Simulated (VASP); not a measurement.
Crystal: Hf2Zr.

```
Zr Hf
1.0
     0.00000    3.82260    3.82260
     3.82260    0.00000    3.82260
     3.82260    3.82260    0.00000
Zr Hf
2 4
Direct
  0.00000 0.00000 0.00000
  0.25000 0.25000 0.25000
  0.62500 0.62500 0.62500
  0.12500 0.62500 0.62500
  0.62500 0.62500 0.12500
  0.62500 0.12500 0.62500
```

```yaml
Program: VASP 6.6.1
Task: relaxation of cell and atoms
Functional: PBE
Potentials_or_basis: VASP PAW PBE potentials, release 64 (Zr_sv, Hf_pv)
Cutoff: 600 eV
k_mesh: 4 × 4 × 4
Occupations: gaussian, width 0.1 eV
Spin: no spin polarisation
```

At the start: pressure 30.0 GPa; volume 18.62 Å³/atom.

**Question.** Where does the relaxation end?

**Answer.** Over 4 steps the energy falls by 356.7 meV/atom and the volume is 23.22 Å³/atom (+24.7 %); space group Fd-3m (No. 227, to 0.1 Å) before and after.

Step by step:
```csv
step,energy change (eV),largest force (eV/Å),pressure (GPa),volume (Å³)
1,0.0000,0.0000,29.99,111.71
2,-0.0729,0.0000,-14.29,178.07
3,-2.1359,0.0000,-0.94,140.48
4,-2.1401,0.0000,-0.20,139.31
```

Final structure:
```
Zr Hf
1.0
     0.00000    4.11448    4.11448
     4.11448    0.00000    4.11448
     4.11448    4.11448    0.00000
Zr Hf
2 4
Direct
  0.00000 0.00000 0.00000
  0.25000 0.25000 0.25000
  0.62500 0.62500 0.62500
  0.12500 0.62500 0.62500
  0.62500 0.62500 0.12500
  0.62500 0.12500 0.62500
```

Caveat: the volume moved by over 15 % at a fixed basis, so the end points are rough.
